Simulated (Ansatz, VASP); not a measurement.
**Two plane-wave programs on Rh**

```
CELL_PARAMETERS angstrom
2.69037 0.00000 0.00000
-1.34518 2.32993 0.00000
0.00000 0.00000 8.77948
ATOMIC_POSITIONS crystal
Rh 0.00000 0.00000 0.00000
Rh 0.00000 0.00000 0.50000
Rh 0.33333 0.66667 0.25000
Rh 0.66667 0.33333 0.75000
```

Alike in both runs: functional r2SCAN; k mesh 13 × 13 × 4; occupations fermi-dirac, width 0.1 eV; no spin polarisation.

Ansatz relaxed the structure, and its values are those at the end. VASP's run is a single point on that final structure, the one shown.

|  | VASP | Ansatz |
| --- | --- | --- |
| version | VASP 6.6.1 | Ansatz 0.2.0 |
| potentials or method | VASP PAW PBE potentials, release 64 (Rh_pv), cutoff 520 eV | plane waves (500 eV) with PAW, scalar-relativistic |
| valence electrons in the cell | 60 | 68 |

Ansatz gave:

```
pressure (GPa) : 0.0
```

Which values does VASP return?

Pressure (GPa): 1.2.

VASP's potentials were made for PBE, not for r2SCAN. VASP's potentials hold 60 valence electrons a cell and Ansatz's 68, so a difference there can come from the potentials and not from the codes.
